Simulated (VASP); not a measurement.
# MgSc2C2 (P-6m2) in VASP: relaxation of cell and atoms with PBE

Aim: the relaxation of cell and atoms of MgSc2C2 with PBE.

Everything below comes from runs of VASP 6.6.1. Logs are shortened: lines on timing, memory, paths and dates and some standing lists are left out, and cuts for length are marked.

### 1 The cell of the first run

The structure is hexagonal, space group P-6m2 (No. 187). The conventional cell has a = 3.542 Å, b = 3.542 Å, c = 6.405 Å, α = 90.00°, β = 90.00°, γ = 120.00°. Within 2.8 Å of Mg (site symmetry -6m2) lie 3 C at 2.05 Å and 6 Sc at 2.78 Å. Within 3.2 Å of Sc (site symmetry 3m) lie 6 C at 2.43 to 2.78 Å and 1 Sc at 2.63 Å and 3 Mg at 2.78 Å. C (site symmetry -6m2) has 6 Sc at 2.43 Å and 2 Mg at 3.20 Å within 3.3 Å. C (site symmetry -6m2) has 3 Mg at 2.05 Å and 6 Sc at 2.78 Å within 2.8 Å.

The cell was built from a structure type or drawn by symmetry, and may not be a known phase.

### 2 Relaxation of cell and atoms, PBE

INCAR reads:

```
SYSTEM = MgSc2C2
PREC     = Accurate       ! precision mode
ENCUT    = 600            ! plane-wave cutoff, eV
EDIFF    = 1E-6           ! SCF threshold, eV
ISMEAR   = 0              ! smearing method
SIGMA    = 0.1            ! smearing width, eV
LREAL    = .FALSE.        ! projectors in reciprocal space
LASPH    = .TRUE.         ! aspherical terms in the spheres
NELM     = 100            ! most SCF steps
ALGO     = Normal         ! electronic algorithm
ISIF     = 3              ! what is computed and relaxed
LWAVE    = .FALSE.        ! write WAVECAR
LCHARG   = .FALSE.        ! write CHGCAR
GGA      = PE             ! functional
IBRION   = 2              ! ionic algorithm
NSW      = 100            ! ionic steps
EDIFFG   = -0.01          ! ionic threshold
```

KPOINTS reads:

```
Automatic mesh
0
G
  12 12 6
  0 0 0
```

POSCAR reads:

```
MgSc2C2
1.0
    3.5421834316      0.0000000000      0.0000000000
   -1.7710917158      3.0676208367      0.0000000000
    0.0000000000      0.0000000000      6.4047773650
Mg Sc C
1 2 2
Direct
    0.6666666667      0.3333333333      0.0000000000
    0.0000000000      0.0000000000      0.7057026702
    0.0000000000      0.0000000000      0.2942973298
    0.6666666667      0.3333333333      0.5000000000
    0.3333333333      0.6666666667      0.0000000000
```

Potentials or basis: VASP PAW PBE potentials, release 64 (Mg, Sc_sv, C).

Command:

```
cat potpaw_PBE.64/Mg/POTCAR potpaw_PBE.64/Sc_sv/POTCAR potpaw_PBE.64/C/POTCAR > POTCAR
mpirun -np 1 vasp_std > vasp.out
```

OUTCAR:

```text
SYSTEM = MgSc2C2
   PREC = Accurate
   ENCUT = 600
   EDIFF = 1E-6
   ISMEAR = 0
   LREAL = .FALSE.
   LASPH = .TRUE.
   NELM = 100
   ISIF = 3
   GGA = PE
   IBRION = 2
   NSW = 100
   EDIFFG = -0.01

 ion  position               nearest neighbor table
   1  0.667  0.333  0.000-   5 2.05   5 2.05   5 2.05   2 2.78   3 2.78   2 2.78   3 2.78   2 2.78
                             3 2.78
   2  0.000  0.000  0.706-   4 2.43   4 2.43   4 2.43   3 2.63   1 2.78   1 2.78   1 2.78
   3  0.000  0.000  0.294-   4 2.43   4 2.43   4 2.43   2 2.63   1 2.78   1 2.78   1 2.78
   4  0.667  0.333  0.500-   2 2.43   3 2.43   2 2.43   3 2.43   2 2.43   3 2.43
   5  0.333  0.667  0.000-   1 2.05   1 2.05   1 2.05

  LATTYP: Found a hexagonal cell.
 ALAT       =     3.5421834316
 C/A-ratio  =     1.8081439001

  Lattice vectors:

 A1 = (   3.5421834316,   0.0000000000,   0.0000000000)
 A2 = (  -1.7710917158,   3.0676208367,   0.0000000000)
 A3 = (   0.0000000000,   0.0000000000,   6.4047773650)

Analysis of symmetry for initial positions (statically):
=====================================================================
 Subroutine PRICEL returns:
 Original cell was already a primitive cell.

 Routine SETGRP: Setting up the symmetry group for a
 hexagonal supercell.

 Subroutine GETGRP returns: Found 12 space group operations
 (whereof 12 operations were pure point group operations)
 out of a pool of 24 trial point group operations.

The static configuration has the point symmetry D_3h.

Analysis of symmetry for dynamics (positions and initial velocities):
=====================================================================
 Subroutine PRICEL returns:
 Original cell was already a primitive cell.

 Routine SETGRP: Setting up the symmetry group for a
 hexagonal supercell.

 Subroutine GETGRP returns: Found 12 space group operations
 (whereof 12 operations were pure point group operations)
 out of a pool of 24 trial point group operations.

The dynamic configuration has the point symmetry D_3h.

 Subroutine INISYM returns: Found 12 space group operations
 (whereof 12 operations are pure point group operations),
 and found     1 'primitive' translations

----------------------------------------------------------------------------------------

                                     Primitive cell

  volume of cell :      69.5948

[... 102 lines left out ...]
   POTIM  = 0.5000    time-step for ionic-motion
   TEBEG  =    0.0;   TEEND  =   0.0 temperature during run
   PSTRESS=    0.0 pullay stress
   NELECT =      32.0000    total number of electrons
   NUPDOWN=      -1.0000    fix difference up-down
   EMIN   =  10.00;   EMAX   =-10.00  energy-range for DOS
   EFERMI =   0.00;   METHOD = LEGACY
   ISMEAR =     0;   SIGMA  =   0.10  broadening in eV -4-tet -1-fermi 0-gaus
   EFERMI_NEDOS =   21; number of points for ismear=-14 and -15
   IALGO  =     38    algorithm
   IMIX   =      4    mixing-type and parameters
     AMIX     =   0.40;   BMIX     =  1.00
     AMIX_MAG =   1.60;   BMIX_MAG =  1.00
  volume/ion in A,a.u.               =      13.92        93.93
  Fermi-wavevector in a.u.,A,eV,Ry     =   1.263570  2.387801 21.723179  1.596609
  Thomas-Fermi vector in A             =   2.396920
   LORBIT       =      0    0 simple, 1 ext, 2 COOP (PROOUT), +10 PAW based schemes
   GGA     = PE    functional components
   LHFCALC =     F    Hartree Fock is set to
   AEXX    =    0.0000 exact exchange contribution
   IVDW    =     0    specifies the selected vdW correction
   LEPSILON=     F    determine dielectric tensor
   LRPA    =     F    only Hartree local field effects (RPA)
 conjugate gradient relaxation of ions
 non-spin polarized calculation
 Gauss-broadening in eV      SIGMA  =   0.10
  energy-cutoff  :      600.00
  volume of cell :       69.59
 maximum number of plane-waves:      2346
   NGX = 15   NGY = 15   NGZ = 25

--------------------------------------- Ionic step        1  -------------------------------------------

 number of electron      31.9999997 magnetization

 Free energy of the ion-electron system (eV)
  ---------------------------------------------------
  ext. energy  EPLUGINS =         0.00000000
  ---------------------------------------------------
  free energy    TOTEN  =       -31.69112841 eV

  energy without entropy =      -31.68887849  energy(sigma->0) =      -31.69000345

------------------------ aborting loop because EDIFF is reached ----------------------------------------

  FORCE on cell =-STRESS in cart. coord.  units (eV):
  Direction    XX          YY          ZZ          XY          YZ          ZX
  --------------------------------------------------------------------------------------
  -------------------------------------------------------------------------------------
  Total       -0.0213941     -0.0213941      0.0589519      0.0000000     -0.0000000      0.0000000
  in kB       -0.4925253     -0.4925253      1.3571619      0.0000000     -0.0000000      0.0000000
  external PRESSURE =       0.1240371 kB  Pullay stress =       0.0000000 kB
[... 65 lines left out ...]
--------------------------------------- Ionic step        3  -------------------------------------------

 number of electron      31.9999997 magnetization

 Free energy of the ion-electron system (eV)
  ---------------------------------------------------
  ext. energy  EPLUGINS =         0.00000000
  ---------------------------------------------------
  free energy    TOTEN  =       -31.69119433 eV

  energy without entropy =      -31.68894039  energy(sigma->0) =      -31.69006736

 E-fermi :   4.7450     XC(G=0): -10.7835

 val. band max:        4.7393046775   @ k =   0.0000   0.0000   0.1667
 cond. band min:       4.7527044431   @ k =   0.0000   0.0000   0.0000
 fundamental gap:      0.0133997655
 Fermi energy:         4.7450011458

 k-point     1 :       0.0000    0.0000    0.0000
  band No.  band energies     occupation
      1     -44.6604      2.00000
      2     -44.5548      2.00000
      3     -23.6955      2.00000
      4     -23.1769      2.00000
      5     -23.1769      2.00000
      6     -23.0940      2.00000
[... 541 lines left out ...]
     19       6.9895      0.00000
     20       7.2824      0.00000

 [... further k-points ...]

------------------------ aborting loop because EDIFF is reached ----------------------------------------

  FORCE on cell =-STRESS in cart. coord.  units (eV):
  Direction    XX          YY          ZZ          XY          YZ          ZX
  --------------------------------------------------------------------------------------
  -------------------------------------------------------------------------------------
  Total        0.0044785      0.0044785     -0.0259491      0.0000000     -0.0000000     -0.0000000
  in kB        0.1030911      0.1030911     -0.5973227      0.0000000     -0.0000000     -0.0000000
  external PRESSURE =      -0.1303801 kB  Pullay stress =       0.0000000 kB
[... 20 lines left out ...]
  FREE ENERGIE OF THE ION-ELECTRON SYSTEM (eV)
  ---------------------------------------------------
  free  energy   TOTEN  =       -31.6911943350 eV

  energy  without entropy=      -31.6889403931  energy(sigma->0) =      -31.69006736

 reached required accuracy - stopping structural energy minimisation
```

CONTCAR:

```text
MgSc2C2
   1.00000000000000
     3.5416783736729580    0.0000000000000000    0.0000000000000000
    -1.7708391868364790    3.0671834437047694    0.0000000000000000
     0.0000000000000000   -0.0000000000000000    6.4072937512143548
  Mg              Sc              C
     1     2     2
Direct
     0.6666666667000030    0.3333333332999970    1.0000000000000000
     0.0000000000000000    1.0000000000000000    0.7059041938805973
     1.0000000000000000    0.0000000000000000    0.2940958061194026
     0.6666666667000030    0.3333333332999970    0.5000000000000000
     0.3333333332999970    0.6666666667000030    0.0000000000000000

  0.00000000E+00  0.00000000E+00  0.00000000E+00
  0.00000000E+00  0.00000000E+00  0.00000000E+00
  0.00000000E+00  0.00000000E+00  0.00000000E+00
  0.00000000E+00  0.00000000E+00  0.00000000E+00
  0.00000000E+00  0.00000000E+00  0.00000000E+00
```

Run time: 5.6 min. Hardware: 1 thread of Intel Xeon 8259CL, shared host; peak memory 0.3 GiB.

What came out:

```yaml
Free_energy: -31.6912 eV
Relaxed_volume: 13.92 Å³/atom
Relaxed_cell: a = 3.542 Å, b = 3.542 Å, c = 6.407 Å, α = 90.00°, β = 90.00°, γ = 120.00°
Space_group_after_relaxing_to_0.1_Å: P-6m2 (No. 187)
Energy_gained_by_relaxing: 0.0 meV/atom
Ionic_steps: 3
Pressure_after_relaxing: 0.0 GPa
Largest_force_after_relaxing: 0.003 eV/Å
Band_gap_on_the_k_mesh: zero (bands 16 and 17 overlap by 0.28 eV)
```

Forces in eV/Å, atoms in the order of the input:
```
Mg   0.000  0.000  0.000
Sc   0.000  0.000  0.003
Sc   0.000  0.000 -0.003
C    0.000  0.000  0.000
C    0.000  0.000  0.000
```

Final structure:
```
Mg Sc C
1.0
     3.54168    0.00000    0.00000
    -1.77084    3.06718    0.00000
     0.00000    0.00000    6.40729
Mg Sc C
1 2 2
Direct
  0.66667 0.33333 0.00000
  0.00000 0.00000 0.70590
  0.00000 0.00000 0.29410
  0.66667 0.33333 0.50000
  0.33333 0.66667 0.00000
```
